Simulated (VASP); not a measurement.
A run of VASP 6.6.1:

The input INCAR:

```
ALGO = Normal ; EDIFF = 1E-6
ENCUT = 520 ; GGA = CA
ISIF = 2 ; ISMEAR = -1
LASPH = True ; LCHARG = True
LELF = True ; LREAL = False
LVHAR = True ; LWAVE = False
NBANDS = 12 ; NELM = 80
PREC = Accurate ; SIGMA = 0.03
```

The input KPOINTS:

```
k-points
0
Gamma
  10 10 10
```

File POSCAR:

```
LiF
1.0
    0.0000000000      1.9938600000      2.0140000000
    1.9938600000      0.0000000000      2.0140000000
    1.9938600000      1.9938600000      0.0000000000
Li F
1 1
Direct
    0.0000000000      0.0000000000      0.0000000000
    0.5000000000      0.5000000000      0.5000000000
```

Potentials or basis: VASP PAW LDA potentials, release 64 (Li_sv, F).

Command:

```console
$ cat potpaw_LDA.64/Li_sv/POTCAR potpaw_LDA.64/F/POTCAR > POTCAR
$ mpirun -np 1 vasp_std > vasp.out
```

Hardware: 1 thread of Intel(R) Xeon(R) 6975P-C (Granite Rapids), with other jobs on the host.

Task: Estimate the wall time of this run.

Result: Wall time 5.7 s on 1 thread of Intel(R) Xeon(R) 6975P-C (Granite Rapids), on a shared host, peak memory 0.12 GiB. Counts: scf iterations 11, k points 102.
